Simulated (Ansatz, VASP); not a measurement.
**One calculation of CuSnO, two programs**

```xyz
3
Lattice="3.4591 0.0000 0.0000 0.0000 3.1653 0.0000 0.0000 0.0000 5.5031" Properties=species:S:1:pos:R:3 pbc="T T T"
Cu    0.0000    1.5827    2.7516
Sn    0.0000    1.5827    0.0000
O     1.7296    1.5827    2.7516
```

Alike in both runs: functional PBE; k mesh 6 × 6 × 4; occupations gaussian, width 0.1 eV; collinear spin.

Ansatz relaxed the structure, and its values are those at the end. VASP's run is a single point on that final structure, the one shown.

|  | VASP | Ansatz |
| --- | --- | --- |
| version | VASP 6.6.1 | Ansatz 0.2.0 |
| potentials or method | VASP PAW PBE potentials, release 64 (Cu, Sn_d, O), cutoff 520 eV | scalar-relativistic, plane waves, PAW |
| valence electrons in the cell | 31 | 39 |

```tsv
	VASP	Ansatz	Ansatz less VASP
gap on the k mesh at the Fermi level (eV)	none	none	-
pressure (GPa)	0.2	0.0	-0.23
net moment per atom (μB)	0.00	0.00	0.000
```

A gap of «none» marks a metal or a gap that the smearing closes. The functional is the same, so the differences come from potentials, cutoffs and numerics. VASP's potentials hold 31 valence electrons a cell and Ansatz's 39, so a difference there can come from the potentials and not from the codes. Ansatz's warnings: seeded moment not kept.
